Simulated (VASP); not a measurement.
A run of VASP 6.6.1:

The input INCAR:

```
  ALGO = Normal
  EDIFF = 1E-6
  ENCUT = 600
  GGA = PE
  GGA_COMPAT = False
  ISIF = 2
  ISMEAR = 0
  IVDW = 12
  LASPH = True
  LCHARG = True
  LELF = True
  LREAL = False
  LVHAR = True
  LWAVE = False
  NBANDS = 11
  NELM = 120
  PREC = Accurate
  SIGMA = 0.02
```

KPOINTS

```
k-points
0
Gamma
  12 12 12
```

POSCAR

```
C
1.0
    0.0000000000      1.7784434374      1.7784434374
    1.7784434374      0.0000000000      1.7784434374
    1.7784434374      1.7784434374      0.0000000000
C
2
Direct
    0.0000000000      0.0000000000      0.0000000000
    0.2500000000      0.2500000000      0.2500000000
```

Potentials or basis: VASP PAW PBE potentials, release 64 (C).

Run with:

```sh
$ cat potpaw_PBE.64/C/POTCAR > POTCAR
$ mpirun -np 1 vasp_std > vasp.out
```

Hardware: 1 thread of Intel Xeon 6975P-C, on a shared host.

Estimate the wall time of this run.

It took 7.8 s on 1 thread of Intel Xeon 6975P-C (shared host), peak memory 0.13 GiB. Counts: scf iterations 11, k points 72.
